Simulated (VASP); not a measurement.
# CaSe (Fm-3m) in VASP: vibrations by perturbation theory with PBE

Aim: the vibrations by perturbation theory of CaSe with PBE.

All numbers are computed with VASP 6.6.1; they aren't measurements. Logs are shortened: lines on timing, memory, paths and dates and some standing lists are left out, and cuts for length are marked.

## 1. The cell of the first run

The structure is cubic, space group Fm-3m (No. 225). The conventional cell has a = 5.912 Å, b = 5.912 Å, c = 5.912 Å, α = 90.00°, β = 90.00°, γ = 90.00°. Within 3.9 Å of Ca (site symmetry m-3m) lie 6 Se at 2.96 Å. Within 3.9 Å of Se (site symmetry m-3m) lie 6 Ca at 2.96 Å.

## 2. Vibrations by perturbation theory, PBE

The input, INCAR:

```
  PREC = Accurate
  ENCUT = 520
  EDIFF = 1E-8
  ISMEAR = 0
  SIGMA = 0.01
  LREAL = False
  LASPH = True
  NELM = 80
  ALGO = Normal
  ISIF = 2
  LWAVE = False
  LCHARG = False
  GGA = PE
  NBANDS = 15
  IBRION = 8
  NSW = 1
```

The input, KPOINTS:

```
Automatic mesh
0
Gamma
  6 6 6
```

The input, POSCAR:

```
CaSe
1.0
    0.0000000000      2.9560000000      2.9560000000
    2.9560000000      0.0000000000      2.9560000000
    2.9560000000      2.9560000000      0.0000000000
Ca Se
1 1
Direct
    0.0000000000      0.0000000000      0.0000000000
    0.5000000000      0.5000000000      0.5000000000
```

Potentials or basis: VASP PAW PBE potentials, release 64 (Ca_sv, Se).

On the command line:

```sh
$ cat potpaw_PBE.64/Ca_sv/POTCAR potpaw_PBE.64/Se/POTCAR > POTCAR
$ mpirun -np 1 vasp_std > vasp.out
```

OUTCAR:

```text
PREC = Accurate
   ENCUT = 520
   EDIFF = 1E-8
   ISMEAR = 0
   LREAL = False
   LASPH = True
   NELM = 80
   ISIF = 2
   GGA = PE
   IBRION = 8
   NSW = 1

 ion  position               nearest neighbor table
   1  0.000  0.000  0.000-   2 2.96   2 2.96   2 2.96   2 2.96   2 2.96   2 2.96
   2  0.500  0.500  0.500-   1 2.96   1 2.96   1 2.96   1 2.96   1 2.96   1 2.96

  LATTYP: Found a face centered cubic cell.
 ALAT       =     5.9120000000

  Lattice vectors:

 A1 = (   0.0000000000,   2.9560000000,   2.9560000000)
 A2 = (   2.9560000000,   0.0000000000,   2.9560000000)
 A3 = (   2.9560000000,   2.9560000000,   0.0000000000)

Analysis of symmetry for initial positions (statically):
=====================================================================
 Subroutine PRICEL returns:
 Original cell was already a primitive cell.

 Routine SETGRP: Setting up the symmetry group for a
 face centered cubic supercell.

 Subroutine GETGRP returns: Found 48 space group operations
 (whereof 48 operations were pure point group operations)
 out of a pool of 48 trial point group operations.

The static configuration has the point symmetry O_h .

Analysis of symmetry for dynamics (positions and initial velocities):
=====================================================================
 Subroutine PRICEL returns:
 Original cell was already a primitive cell.

 Routine SETGRP: Setting up the symmetry group for a
 face centered cubic supercell.

 Subroutine GETGRP returns: Found 48 space group operations
 (whereof 48 operations were pure point group operations)
 out of a pool of 48 trial point group operations.

The dynamic configuration has the point symmetry O_h .

 Subroutine INISYM returns: Found 48 space group operations
 (whereof 48 operations are pure point group operations),
 and found     1 'primitive' translations

----------------------------------------------------------------------------------------

                                     Primitive cell

  volume of cell :      51.6587

  direct lattice vectors                    reciprocal lattice vectors
     0.000000000  2.956000000  2.956000000    -0.169147497  0.169147497  0.169147497
     2.956000000  0.000000000  2.956000000     0.169147497 -0.169147497  0.169147497
     2.956000000  2.956000000  0.000000000     0.169147497  0.169147497 -0.169147497

  length of vectors
     4.180415290  4.180415290  4.180415290     0.292972058  0.292972058  0.292972058

  position of ions in fractional coordinates (direct lattice)
     0.000000000  0.000000000  0.000000000
     0.500000000  0.500000000  0.500000000

  ion indices of the primitive-cell ions
   primitive index   ion index
                 1           1
                 2           2

----------------------------------------------------------------------------------------

 KPOINTS: Automatic mesh

Automatic generation of k-mesh.
 Grid dimensions read from file:
 generate k-points for:    6    6    6

 Generating k-lattice:

  Cartesian coordinates                     Fractional coordinates (reciprocal lattice)
    -0.028191249  0.028191249  0.028191249     0.166666667  0.000000000  0.000000000
     0.028191249 -0.028191249  0.028191249     0.000000000  0.166666667  0.000000000
     0.028191249  0.028191249 -0.028191249     0.000000000  0.000000000  0.166666667

  Length of vectors
     0.048828676  0.048828676  0.048828676

  Shift w.r.t. Gamma in fractional coordinates (k-lattice)
     0.000000000  0.000000000  0.000000000

 Subroutine IBZKPT returns following result:
 ===========================================

 Found     16 irreducible k-points:

 Following reciprocal coordinates:
            Coordinates               Weight
  0.000000  0.000000  0.000000      1.000000
  0.166667  0.000000  0.000000      8.000000
  0.333333  0.000000  0.000000      8.000000
  0.500000  0.000000  0.000000      4.000000
  0.166667  0.166667  0.000000      6.000000
  0.333333  0.166667  0.000000     24.000000
[... 8 lines left out ...]
 -0.333333  0.333333  0.166667     24.000000
 -0.333333  0.500000  0.166667     12.000000
   k-points           NKPTS =     16   k-points in BZ     NKDIM =     16   number of bands    NBANDS=     15
   number of dos      NEDOS =    301   number of ions     NIONS =      2
   total plane-waves  NPLWV =  32768
   dimension x,y,z NGX =    32 NGY =   32 NGZ =   32
   dimension x,y,z NGXF=    64 NGYF=   64 NGZF=   64
   ions per type =               1   1
   NGX,Y,Z   is equivalent  to a cutoff of  12.73, 12.73, 12.73 a.u.
   NGXF,Y,Z  is equivalent  to a cutoff of  25.45, 25.45, 25.45 a.u.
 SYSTEM =  unknown system
   PREC   = accura    normal or accurate (medium, high low for compatibility)
   ISTART =      0    job   : 0-new  1-cont  2-samecut
   ICHARG =      2    charge: 1-file 2-atom 10-const
   ISPIN  =      1    spin polarized calculation?
   LNONCOLLINEAR =      F non collinear calculations
   LSORBIT =      F    spin-orbit coupling
   LASPH  =      T    aspherical Exc in radial PAW
   ENCUT  =  520.0 eV  38.22 Ry    6.18 a.u.   7.77  7.77  7.77*2*pi/ulx,y,z
   NELM   =     80;   NELMIN=  2; NELMDL= -5     # of ELM steps
   EDIFF  = 0.1E-07   stopping-criterion for ELM
   LREAL  =      F    real-space projection
   EDIFFG = 0.1E-06   stopping-criterion for IOM
   NSW    =      1    number of steps for IOM
   IBRION =      8    ionic relax: 0-MD 1-quasi-New 2-CG
   NFREE  =      0    steps in history (QN), initial steepest desc. (CG)
   ISIF   =      2    stress and relaxation
   ISYM   =      2    0-nonsym 1-usesym 2-fastsym
   POTIM  = 0.5000    time-step for ionic-motion
   TEBEG  =    0.0;   TEEND  =   0.0 temperature during run
   PSTRESS=    0.0 pullay stress
   NELECT =      16.0000    total number of electrons
   NUPDOWN=      -1.0000    fix difference up-down
   EMIN   =  10.00;   EMAX   =-10.00  energy-range for DOS
   EFERMI =   0.00;   METHOD = LEGACY
   ISMEAR =     0;   SIGMA  =   0.01  broadening in eV -4-tet -1-fermi 0-gaus
   EFERMI_NEDOS =   21; number of points for ismear=-14 and -15
   IALGO  =     38    algorithm
   IMIX   =      4    mixing-type and parameters
     AMIX     =   0.40;   BMIX     =  1.00
     AMIX_MAG =   1.60;   BMIX_MAG =  1.00
  volume/ion in A,a.u.               =      25.83       174.30
  Fermi-wavevector in a.u.,A,eV,Ry     =   1.107645  2.093145 16.692666  1.226876
  Thomas-Fermi vector in A             =   2.244161
   LORBIT       =      0    0 simple, 1 ext, 2 COOP (PROOUT), +10 PAW based schemes
   GGA     = PE    functional components
   LHFCALC =     F    Hartree Fock is set to
   AEXX    =    0.0000 exact exchange contribution
   IVDW    =     0    specifies the selected vdW correction
   LEPSILON=     F    determine dielectric tensor
   LRPA    =     F    only Hartree local field effects (RPA)
 non-spin polarized calculation
 Gauss-broadening in eV      SIGMA  =   0.01
  energy-cutoff  :      520.00
  volume of cell :       51.66
 maximum number of plane-waves:      1411
   NGX = 15   NGY = 15   NGZ = 15

--------------------------------------- Ionic step        1  -------------------------------------------

 number of electron      15.9999998 magnetization

 Free energy of the ion-electron system (eV)
  ---------------------------------------------------
  ext. energy  EPLUGINS =         0.00000000
  ---------------------------------------------------
  free energy    TOTEN  =        -9.47911795 eV

  energy without entropy =       -9.47911795  energy(sigma->0) =       -9.47911795

 E-fermi :   2.5947     XC(G=0):  -9.1620

 val. band max:        2.4589964498   @ k =   0.0000   0.0000   0.0000
 cond. band min:       4.4779994945   @ k =   0.5000   0.5000   0.0000
 fundamental gap:      2.0190030447
 Fermi energy:         2.5946531242

 k-point     1 :       0.0000    0.0000    0.0000
  band No.  band energies     occupation
      1     -37.2864      2.00000
      2     -18.2807      2.00000
      3     -18.2807      2.00000
      4     -18.2807      2.00000
      5      -9.3455      2.00000
      6       2.4590      2.00000
      7       2.4590      2.00000
      8       2.4590      2.00000
      9       5.8092      0.00000
     10       6.1637      0.00000
     11       6.1637      0.00000
     12       6.1637      0.00000
     13       6.7342      0.00000
     14       6.7342      0.00000
[... 259 lines left out ...]
      4     -18.3191      2.00000
      5      -8.6968      2.00000
      6       0.1730      2.00000
      7       0.8781      2.00000
      8       0.9451      2.00000
      9       5.7752      0.00000
     10       7.6421      0.00000
     11       7.8130      0.00000
     12       8.2728      0.00000
     13       8.5101      0.00000
     14       9.4827      0.00000
     15      11.9722      0.00000

------------------------ aborting loop because EDIFF is reached ----------------------------------------

  FORCE on cell =-STRESS in cart. coord.  units (eV):
  Direction    XX          YY          ZZ          XY          YZ          ZX
  --------------------------------------------------------------------------------------
  -------------------------------------------------------------------------------------
  Total        0.4375966      0.4375966      0.4375966     -0.0000000      0.0000000      0.0000000
  in kB       13.5719189     13.5719189     13.5719189     -0.0000000      0.0000000      0.0000000
  external PRESSURE =      13.5719189 kB  Pullay stress =       0.0000000 kB

 VOLUME and BASIS-vectors are now :
 -----------------------------------------------------------------------------
  energy-cutoff  :      520.00
  volume of cell :       51.66
      direct lattice vectors                 reciprocal lattice vectors
     0.000000000  2.956000000  2.956000000    -0.169147497  0.169147497  0.169147497
     2.956000000  0.000000000  2.956000000     0.169147497 -0.169147497  0.169147497
     2.956000000  2.956000000  0.000000000     0.169147497  0.169147497 -0.169147497

 POSITION                                       TOTAL-FORCE (eV/Angst)
 -----------------------------------------------------------------------------------
      0.00000      0.00000      0.00000         0.000000     -0.000000     -0.000000
      2.95600      2.95600      2.95600        -0.000000      0.000000      0.000000
 -----------------------------------------------------------------------------------
    total drift:                                0.000000     -0.000000     -0.000000

  FREE ENERGIE OF THE ION-ELECTRON SYSTEM (eV)
  ---------------------------------------------------
  free  energy   TOTEN  =        -9.4791179511 eV

  energy  without entropy=       -9.4791179511  energy(sigma->0) =       -9.47911795

[... ionic steps 2 to 3 ...]

--------------------------------------- Ionic step        4  -------------------------------------------

------------------------ aborting loop because EDIFF is reached ----------------------------------------

[... ionic steps 5 to 6 ...]

--------------------------------------- Ionic step        7  -------------------------------------------

 Free energy of the ion-electron system (eV)
  ---------------------------------------------------
  ---------------------------------------------------
  free energy    TOTEN  =        -0.08659344 eV

  energy without entropy =       -0.08659344

------------------------ aborting loop because EDIFF is reached ----------------------------------------

 INTERNAL STRAIN TENSOR  FOR ION    2  DIRECTION 1   (eV/Angst):
 -----------------------------------------------------------------------------
    -0.00942  0.00000 -0.00000
     0.00000  0.00322 -0.00000
     0.00000 -0.00000  0.00322

 INTERNAL STRAIN TENSOR FOR ION    2 for displacements in x,y,z  (eV/Angst):
          X           Y           Z          XY          YZ          ZX
  --------------------------------------------------------------------------------
  x     0.00000     0.00000     0.00000     0.00000     0.00000     0.00000
  y     0.00000     0.00000     0.00000     0.00000     0.00000     0.00000
  z     0.00000     0.00000     0.00000     0.00000     0.00000     0.00000

 SECOND DERIVATIVES (NOT SYMMETRIZED)
 ------------------------------------
               1X          1Y          1Z          2X          2Y          2Z
  1X    -3.142675    0.000000    0.000000    3.142675    0.000000    0.000000
  1Y     0.000000   -3.142675    0.000000    0.000000    3.142675    0.000000
  1Z     0.000000    0.000000   -3.142675    0.000000    0.000000    3.142675
  2X     3.140576    0.000000    0.000000   -3.140576    0.000000    0.000000
  2Y     0.000000    3.140576    0.000000    0.000000   -3.140576    0.000000
  2Z     0.000000    0.000000    3.140576    0.000000    0.000000   -3.140576

 Eigenvectors and eigenvalues of the dynamical matrix
 ----------------------------------------------------

   1 f  =    5.374497 THz    33.768961 2PiTHz  179.273924 cm-1    22.227124 meV
             X         Y         Z           dx          dy          dz
      0.000000  0.000000  0.000000     0.000000    0.814535    0.000000
      2.956000  2.956000  2.956000     0.000000   -0.580115    0.000000
[... 21 lines left out ...]
   6 f/i=    0.000848 THz     0.005331 2PiTHz    0.028299 cm-1     0.003509 meV
             X         Y         Z           dx          dy          dz
      0.000000  0.000000  0.000000     0.000000    0.000000   -0.580115
      2.956000  2.956000  2.956000     0.000000    0.000000   -0.814535

--------------------------------------------------------------------------------------------------------

 ELASTIC MODULI CONTR FROM IONIC RELAXATION (kBar)
 Direction    XX          YY          ZZ          XY          YZ          ZX
 --------------------------------------------------------------------------------
 XX           0.0000      0.0000      0.0000      0.0000      0.0000      0.0000
 YY           0.0000      0.0000      0.0000      0.0000      0.0000      0.0000
 ZZ           0.0000      0.0000      0.0000      0.0000      0.0000      0.0000
 XY           0.0000      0.0000      0.0000      0.0000      0.0000      0.0000
 YZ           0.0000      0.0000      0.0000      0.0000      0.0000      0.0000
 ZX           0.0000      0.0000      0.0000      0.0000      0.0000      0.0000
 --------------------------------------------------------------------------------
```

It took 72 s on 1 thread of Intel Xeon 6975P-C (Granite Rapids), shared host; peak memory 0.24 GiB.

What came out:

| Property | Result |
| --- | --- |
| Highest phonon frequency at Γ, LO-TO splitting left out | 179 cm⁻¹ |

Phonon frequencies in cm⁻¹ (negative: imaginary):
```
              q point        frequencies
(0.000, 0.000, 0.000)  0 0 0 179 179 179
```

Caveat: the cell wasn't relaxed at this level first, which shifts response properties.
